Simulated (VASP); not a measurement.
Write the native input for VASP 6.6.1 that does the following.

- Task: relaxation of the atoms
- Functional: PBE
- Potentials or basis: VASP PAW PBE potentials, release 64 (N)
- Cutoff: 520 eV
- k mesh: 1 × 1 × 1
- Occupations: fermi-dirac, width 0.05 eV
- Spin: no spin polarisation
- Dipole correction: no
- Further INCAR settings: ALGO = Normal; EDIFF = 1e-06; IBRION = 2; EDIFFG = -0.3; NSW = 35

The structure of N lies in POSCAR:

```
N
1.0
    7.6766930000      0.0000000000      0.0000000000
    0.0000000000      7.6766930000      0.0000000000
    0.0000000000      0.0000000000      7.6766930000
N
12
Direct
    0.8671369000      0.8039428000      0.6492855000
    0.9127871000      0.7408934000      0.7742157000
    0.2761310000      0.5060915000      0.5940898000
    0.3861115000      0.5042731000      0.6919043000
    0.5498651000      0.8893383000      0.2165437000
    0.5475789000      0.8928837000      0.0694079000
    0.6575901000      0.2791778000      0.7822186000
    0.6390415000      0.2011367000      0.6587996000
    0.1401342000      0.8556187000      0.2569068000
    0.1574477000      0.8545898000      0.1107360000
    0.8542385000      0.5262810000      1.0345096000
    0.7281332000      0.5428268000      0.9604123000
```

One way to write it, as run:

INCAR

```
PREC     = Accurate       # precision mode
ENCUT    = 520            # plane-wave cutoff, eV
EDIFF    = 1E-6           # SCF threshold, eV
ISMEAR   = -1             # smearing method
SIGMA    = 0.05           # smearing width, eV
LREAL    = False          # projectors in reciprocal space
LASPH    = True           # aspherical terms in the spheres
NELM     = 100            # most SCF steps
ALGO     = Normal         # electronic algorithm
ISIF     = 2              # what is computed and relaxed
LWAVE    = False          # write WAVECAR
LCHARG   = False          # write CHGCAR
GGA      = PE             # functional
IBRION   = 2              # ionic algorithm
NSW      = 35             # ionic steps
EDIFFG   = -0.3           # ionic threshold
```

KPOINTS

```
regular mesh
0
Gamma
  1 1 1
```

Potentials or basis: VASP PAW PBE potentials, release 64 (N).

Launch:

```bash
$ cat potpaw_PBE.64/N/POTCAR > POTCAR
$ mpirun -np 1 vasp_gam > vasp.out
```

It gave:

| Quantity | Value |
| --- | --- |
| Pressure after relaxing | 0.2 GPa |
| Largest force after relaxing | 0.253 eV/Å |

Caveat: the k points lie up to 0.82 Å⁻¹ apart; the standard files for N, O and F lose accuracy on very short bonds; the relaxation stopped at a loose force limit of 0.3 eV/Å, so its end isn't a converged minimum.

Wall time 15 min on 1 thread of Intel Xeon 8259CL (shared host), peak memory 0.48 GiB.
